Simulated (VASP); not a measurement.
Write the native input for VASP 6.6.1 that does the following.

```
Task                   : single point
Functional             : r2SCAN
Potentials or basis    : VASP PAW PBE potentials, release 64 (Os)
Cutoff                 : 520 eV
k mesh                 : 20 × 20 × 20
Occupations            : gaussian, width 0.15 eV
Spin                   : no spin polarisation
Dipole correction      : no
Further INCAR settings : ALGO = Normal; EDIFF = 1e-06; NBANDS = 10
```

Crystal: Os.

```
Os
1.0
     0.00000    1.97418    1.88665
     1.97418    0.00000    1.88665
     1.97418    1.97418    0.00000
Os
1
Direct
  0.00000 0.00000 0.00000
```

This cell differs from its parent crystal: strain +0.015 along x and y, -0.030 along z.

The input as run:

POSCAR

```
Os
1.0
    0.0000000000      1.9741750000      1.8866500000
    1.9741750000      0.0000000000      1.8866500000
    1.9741750000      1.9741750000      0.0000000000
Os
1
Direct
    0.0000000000      0.0000000000      0.0000000000
```

INCAR.step1

```
SYSTEM = Os
PREC = Accurate
ENCUT = 520
ISMEAR = 0
SIGMA = 0.15
LREAL = .False.
LASPH = .True.
NELM = 60
NBANDS = 10
GGA = PE
ALGO = Normal
EDIFF = 1E-4
LWAVE = .True.
LCHARG = .False.
```

INCAR.step2

```
SYSTEM = Os
PREC = Accurate
ENCUT = 520
EDIFF = 1E-6
ISMEAR = 0
SIGMA = 0.15
LREAL = .False.
LASPH = .True.
NELM = 60
ALGO = Normal
ISIF = 2
LWAVE = .False.
LCHARG = .True.
METAGGA = R2SCAN
LMIXTAU = .True.
LELF = .True.
LVHAR = .True.
NBANDS = 10
ISTART = 1
```

KPOINTS

```
Automatic mesh
0
Gamma
  20 20 20
  0 0 0
```

Potentials or basis: VASP PAW PBE potentials, release 64 (Os).

The run is started by

```console
$ cat potpaw_PBE.64/Os/POTCAR > POTCAR
$ cp INCAR.step1 INCAR
$ mpirun -np 1 vasp_std > vasp.out
$ cp INCAR.step2 INCAR
$ mpirun -np 1 vasp_std > vasp.out
```

Results of the run:

The pressure is -15.7 GPa and the band gap on the k mesh is zero (band 4 reaches 11.39 eV, above the bottom of band 5 at 7.02 eV).

Caveat: the cell differs from its parent crystal (strain +0.015 along x and y, -0.030 along z); the PAW data sets were made with another functional, which shifts forces and pressure a little; spin-orbit coupling is left out, which moves the levels of the heavy elements.

Wall time 120 s on 1 thread of Intel(R) Xeon(R) 6975P-C (Granite Rapids) (shared host), peak memory 0.22 GiB.
